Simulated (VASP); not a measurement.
Here is a VASP 6.6.1 calculation.

Contents of INCAR:

```
PREC = Accurate ; ENCUT = 520
EDIFF = 1E-6 ; ISMEAR = -1
SIGMA = 0.05 ; LREAL = F
LASPH = T ; NELM = 80
ALGO = Normal ; ISIF = 2
LWAVE = F ; LCHARG = F
GGA = PS ; NBANDS = 14
```

KPOINTS

```
regular mesh
0
Gamma
  8 8 5
```

The input POSCAR:

```
Na
1.0
    3.8408815021      0.0000000000      0.0000000000
   -1.9204407510      3.3263009538      0.0000000000
    0.0000000000      0.0000000000      6.2746973092
Na
2
Direct
    0.6666666667      0.3333333333      0.7500000000
    0.3333333333      0.6666666667      0.2500000000
```

Potentials or basis: VASP PAW PBE potentials, release 64 (Na_pv).

Launch:

```sh
$ cat potpaw_PBE.64/Na_pv/POTCAR > POTCAR
$ mpirun -np 1 vasp_std > vasp.out
```

(1) What does it give for the band gap on the k mesh?

(2) Estimate the pressure.

Results:

(1) zero (band 7 reaches 1.48 eV, above the bottom of band 8 at -1.62 eV).

(2) -0.6 GPa.

Caveat: the PAW data sets were made with another functional, which shifts forces and pressure a little.
